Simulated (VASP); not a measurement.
# CuAu (P4/mmm) in VASP: single point with PBEsol

Aim: the single point of CuAu with PBEsol.

Everything below comes from runs of VASP 6.6.1. Logs are shortened: lines on timing, memory, paths and dates and some standing lists are left out, and cuts for length are marked.

## 1. The cell of the first run

It takes space group P4/mmm (No. 123, tetragonal). Conventional cell: a = 2.870 Å, b = 2.870 Å, c = 3.762 Å, α = 90.00°, β = 90.00°, γ = 90.00°. Within 3.6 Å of Cu (site symmetry 4/mmm) lie 8 Au at 2.77 Å and 4 Cu at 2.87 Å. Au (site symmetry 4/mmm) has 8 Cu at 2.77 Å and 4 Au at 2.87 Å within 3.6 Å.

## 2. Single point, PBEsol (strain +0.025 along x and y, +0.025 along z)

The input, INCAR:

```
  PREC = Accurate
  ENCUT = 520
  EDIFF = 1E-6
  ISMEAR = 0
  SIGMA = 0.15
  LREAL = False
  LASPH = True
  NELM = 100
  ALGO = Fast
  ISIF = 2
  LWAVE = False
  LCHARG = False
  GGA = PS
  NBANDS = 18
```

The input, KPOINTS:

```
Automatic mesh
0
Gamma
  18 18 14
```

The input, POSCAR:

```
CuAu
1.0
    2.8700000000      0.0000000000      0.0000000000
    0.0000000000      2.8700000000      0.0000000000
    0.0000000000      0.0000000000      3.7617500000
Cu Au
1 1
Direct
    0.5000000000      0.5000000000      0.5000000000
    0.0000000000      0.0000000000      0.0000000000
```

Potentials or basis: VASP PAW PBE potentials, release 64 (Cu, Au).

Started as:

```console
cat potpaw_PBE.64/Cu/POTCAR potpaw_PBE.64/Au/POTCAR > POTCAR
mpirun -np 1 vasp_std > vasp.out
```

OUTCAR:

```text
PREC = Accurate
   ENCUT = 520
   EDIFF = 1E-6
   ISMEAR = 0
   LREAL = False
   LASPH = True
   NELM = 100
   ISIF = 2
   GGA = PS

 ion  position               nearest neighbor table
   1  0.500  0.500  0.500-   2 2.77   2 2.77   2 2.77   2 2.77   2 2.77   2 2.77   2 2.77   2 2.77

   2  0.000  0.000  0.000-   1 2.77   1 2.77   1 2.77   1 2.77   1 2.77   1 2.77   1 2.77   1 2.77

  LATTYP: Found a simple tetragonal cell.
 ALAT       =     2.8700000000
 C/A-ratio  =     1.3107142857

  Lattice vectors:

 A1 = (   2.8700000000,   0.0000000000,   0.0000000000)
 A2 = (   0.0000000000,   2.8700000000,   0.0000000000)
 A3 = (   0.0000000000,   0.0000000000,   3.7617500000)

Analysis of symmetry for initial positions (statically):
=====================================================================
 Subroutine PRICEL returns:
 Original cell was already a primitive cell.

 Routine SETGRP: Setting up the symmetry group for a
 simple tetragonal supercell.

 Subroutine GETGRP returns: Found 16 space group operations
 (whereof 16 operations were pure point group operations)
 out of a pool of 16 trial point group operations.

The static configuration has the point symmetry D_4h.

Analysis of symmetry for dynamics (positions and initial velocities):
=====================================================================
 Subroutine PRICEL returns:
 Original cell was already a primitive cell.

 Routine SETGRP: Setting up the symmetry group for a
 simple tetragonal supercell.

 Subroutine GETGRP returns: Found 16 space group operations
 (whereof 16 operations were pure point group operations)
 out of a pool of 16 trial point group operations.

The dynamic configuration has the point symmetry D_4h.

 Subroutine INISYM returns: Found 16 space group operations
 (whereof 16 operations are pure point group operations),
 and found     1 'primitive' translations

----------------------------------------------------------------------------------------

                                     Primitive cell

  volume of cell :      30.9852

  direct lattice vectors                    reciprocal lattice vectors
     2.870000000  0.000000000  0.000000000     0.348432056  0.000000000  0.000000000
     0.000000000  2.870000000  0.000000000     0.000000000  0.348432056  0.000000000
     0.000000000  0.000000000  3.761750000     0.000000000  0.000000000  0.265833721

  length of vectors
     2.870000000  2.870000000  3.761750000     0.348432056  0.348432056  0.265833721

  position of ions in fractional coordinates (direct lattice)
     0.500000000  0.500000000  0.500000000
     0.000000000  0.000000000  0.000000000

  ion indices of the primitive-cell ions
   primitive index   ion index
                 1           1
                 2           2

----------------------------------------------------------------------------------------

 KPOINTS: Automatic mesh

Automatic generation of k-mesh.
 Grid dimensions read from file:
 generate k-points for:   18   18   14

 Generating k-lattice:

  Cartesian coordinates                     Fractional coordinates (reciprocal lattice)
     0.019357336  0.000000000  0.000000000     0.055555556  0.000000000  0.000000000
     0.000000000  0.019357336  0.000000000     0.000000000  0.055555556  0.000000000
     0.000000000  0.000000000  0.018988123     0.000000000  0.000000000  0.071428571

  Length of vectors
     0.019357336  0.019357336  0.018988123

  Shift w.r.t. Gamma in fractional coordinates (k-lattice)
     0.000000000  0.000000000  0.000000000

 Subroutine IBZKPT returns following result:
 ===========================================

 Found    440 irreducible k-points:

 Following reciprocal coordinates:
            Coordinates               Weight
  0.000000  0.000000  0.000000      1.000000
  0.055556  0.000000  0.000000      4.000000
  0.111111  0.000000  0.000000      4.000000
  0.166667  0.000000  0.000000      4.000000
  0.222222  0.000000  0.000000      4.000000
  0.277778  0.000000  0.000000      4.000000
[... 16 lines left out ...]
  0.277778  0.111111  0.000000      8.000000
  0.333333  0.111111  0.000000      8.000000
 [... further k-points ...]
   k-points           NKPTS =    440   k-points in BZ     NKDIM =    440   number of bands    NBANDS=     18
   number of dos      NEDOS =    301   number of ions     NIONS =      2
   total plane-waves  NPLWV =  16128
   dimension x,y,z NGX =    24 NGY =   24 NGZ =   28
   dimension x,y,z NGXF=    48 NGYF=   48 NGZF=   56
   ions per type =               1   1
   NGX,Y,Z   is equivalent  to a cutoff of  13.90, 13.90, 12.37 a.u.
   NGXF,Y,Z  is equivalent  to a cutoff of  27.80, 27.80, 24.75 a.u.
 SYSTEM =  unknown system
   PREC   = accura    normal or accurate (medium, high low for compatibility)
   ISTART =      0    job   : 0-new  1-cont  2-samecut
   ICHARG =      2    charge: 1-file 2-atom 10-const
   ISPIN  =      1    spin polarized calculation?
   LNONCOLLINEAR =      F non collinear calculations
   LSORBIT =      F    spin-orbit coupling
   LASPH  =      T    aspherical Exc in radial PAW
   ENCUT  =  520.0 eV  38.22 Ry    6.18 a.u.   5.34  5.34  6.99*2*pi/ulx,y,z
   NELM   =    100;   NELMIN=  2; NELMDL= -5     # of ELM steps
   EDIFF  = 0.1E-05   stopping-criterion for ELM
   LREAL  =      F    real-space projection
   EDIFFG = 0.1E-04   stopping-criterion for IOM
   NSW    =      0    number of steps for IOM
   IBRION =     -1    ionic relax: 0-MD 1-quasi-New 2-CG
   NFREE  =      0    steps in history (QN), initial steepest desc. (CG)
   ISIF   =      2    stress and relaxation
   ISYM   =      2    0-nonsym 1-usesym 2-fastsym
   POTIM  = 0.5000    time-step for ionic-motion
   TEBEG  =    0.0;   TEEND  =   0.0 temperature during run
   PSTRESS=    0.0 pullay stress
   NELECT =      22.0000    total number of electrons
   NUPDOWN=      -1.0000    fix difference up-down
   EMIN   =  10.00;   EMAX   =-10.00  energy-range for DOS
   EFERMI =   0.00;   METHOD = LEGACY
   ISMEAR =     0;   SIGMA  =   0.15  broadening in eV -4-tet -1-fermi 0-gaus
   EFERMI_NEDOS =   21; number of points for ismear=-14 and -15
   IALGO  =     68    algorithm
   IMIX   =      4    mixing-type and parameters
     AMIX     =   0.40;   BMIX     =  1.00
     AMIX_MAG =   1.60;   BMIX_MAG =  1.00
  volume/ion in A,a.u.               =      15.49       104.55
  Fermi-wavevector in a.u.,A,eV,Ry     =   1.460487  2.759921 29.021546  2.133023
  Thomas-Fermi vector in A             =   2.576931
   LORBIT       =      0    0 simple, 1 ext, 2 COOP (PROOUT), +10 PAW based schemes
   GGA     = PS    functional components
   LHFCALC =     F    Hartree Fock is set to
   AEXX    =    0.0000 exact exchange contribution
   IVDW    =     0    specifies the selected vdW correction
   LEPSILON=     F    determine dielectric tensor
   LRPA    =     F    only Hartree local field effects (RPA)
 non-spin polarized calculation
 RMM-DIIS sequential band-by-band and
 Gauss-broadening in eV      SIGMA  =   0.15
  energy-cutoff  :      520.00
  volume of cell :       30.99
 maximum number of plane-waves:       850
 NGX is ok and might be reduce to    24
   NGX = 11   NGY = 11   NGZ = 13

 number of electron      22.0000001 magnetization

 Free energy of the ion-electron system (eV)
  ---------------------------------------------------
  ext. energy  EPLUGINS =         0.00000000
  ---------------------------------------------------
  free energy    TOTEN  =        -8.26156738 eV

  energy without entropy =       -8.25450752  energy(sigma->0) =       -8.25803745

 E-fermi :   7.6383     XC(G=0): -12.4727

 val. band max:        7.6364632228   @ k =   0.3889   0.2222   0.4286
 cond. band min:       7.6416420601   @ k =   0.3889   0.2778   0.3571
 fundamental gap:      0.0051788372
 Fermi energy:         7.6382512688

 k-point     1 :       0.0000    0.0000    0.0000
  band No.  band energies     occupation
      1      -1.6007      2.00000
      2       1.5260      2.00000
      3       1.6753      2.00000
      4       3.8393      2.00000
      5       3.8393      2.00000
      6       4.7989      2.00000
[... 10 lines left out ...]
     17      23.7814      0.00000
     18      24.9038      0.00000

 k-point     2 :       0.0556    0.0000    0.0000
  band No.  band energies     occupation
      1      -1.5321      2.00000
      2       1.5610      2.00000
      3       1.7114      2.00000
      4       3.7988      2.00000
      5       3.8544      2.00000
      6       4.7701      2.00000
[... 10 lines left out ...]
     17      24.3347      0.00000
     18      24.9237      0.00000

 k-point     3 :       0.1111    0.0000    0.0000
  band No.  band energies     occupation
      1      -1.3300      2.00000
      2       1.6469      2.00000
      3       1.8349      2.00000
      4       3.6805      2.00000
      5       3.8991      2.00000
      6       4.6859      2.00000
[... 10 lines left out ...]
     17      24.9067      0.00000
     18      25.7763      0.00000

 k-point     4 :       0.1667    0.0000    0.0000
  band No.  band energies     occupation
      1      -1.0054      2.00000
      2       1.7570      2.00000
      3       2.0588      2.00000
      4       3.4959      2.00000
      5       3.9708      2.00000
      6       4.5547      2.00000
[... 375 lines left out ...]
      4       3.2486      2.00000
      5       3.8396      2.00000
      6       4.2144      2.00000
[... 10 lines left out ...]
     17      23.9877      0.00000
     18      26.6511      0.00000

 k-point    23 :       0.2778    0.1111    0.0000
  band No.  band energies     occupation
      1       0.1795      2.00000
      2       2.2274      2.00000
      3       2.7176      2.00000
      4       3.0059      2.00000
      5       3.8677      2.00000
      6       4.0667      2.00000
[... 10 lines left out ...]
     17      22.7830      0.00000
     18      25.6075      0.00000

 k-point    24 :       0.3333    0.1111    0.0000
  band No.  band energies     occupation
      1       0.6994      2.00000
      2       2.3777      2.00000
      3       2.7840      2.00000
      4       2.9311      2.00000
      5       3.8877      2.00000
      6       4.0267      2.00000
[... 10 lines left out ...]
     17      21.5274      0.00000
     18      24.4503      0.00000

 [... further k-points ...]

------------------------ aborting loop because EDIFF is reached ----------------------------------------

  FORCE on cell =-STRESS in cart. coord.  units (eV):
  Direction    XX          YY          ZZ          XY          YZ          ZX
  --------------------------------------------------------------------------------------
  -------------------------------------------------------------------------------------
  Total       -2.2262109     -2.2262109     -2.2844660      0.0000000      0.0000000     -0.0000000
  in kB     -115.1126793   -115.1126793   -118.1249268      0.0000000      0.0000000     -0.0000000
  external PRESSURE =    -116.1167618 kB  Pullay stress =       0.0000000 kB

 VOLUME and BASIS-vectors are now :
 -----------------------------------------------------------------------------
  energy-cutoff  :      520.00
  volume of cell :       30.99
      direct lattice vectors                 reciprocal lattice vectors
     2.870000000  0.000000000  0.000000000     0.348432056  0.000000000  0.000000000
     0.000000000  2.870000000  0.000000000     0.000000000  0.348432056  0.000000000
     0.000000000  0.000000000  3.761750000     0.000000000  0.000000000  0.265833721

 POSITION                                       TOTAL-FORCE (eV/Angst)
 -----------------------------------------------------------------------------------
      1.43500      1.43500      1.88088         0.000000      0.000000      0.000000
      0.00000      0.00000      0.00000         0.000000      0.000000      0.000000
 -----------------------------------------------------------------------------------
    total drift:                                0.000000      0.000000     -0.000000

  FREE ENERGIE OF THE ION-ELECTRON SYSTEM (eV)
  ---------------------------------------------------
  free  energy   TOTEN  =        -8.2615673841 eV

  energy  without entropy=       -8.2545075162  energy(sigma->0) =       -8.25803745
```

Run time: 2.5 min. Hardware: 1 thread of AMD EPYC 9R14 (Zen 4), shared host; peak memory 0.32 GiB.

Results:

* Free energy: -8.2616 eV
* Pressure: -11.6 GPa
* Band gap on the k mesh: zero (band 11 reaches 12.73 eV, above the bottom of band 12 at 5.80 eV)

Caveat: the cell differs from its parent crystal (strain +0.025 along x and y, +0.025 along z); the PAW data sets were made with another functional, which shifts forces and pressure a little; spin-orbit coupling is left out, which moves the levels of the heavy elements.
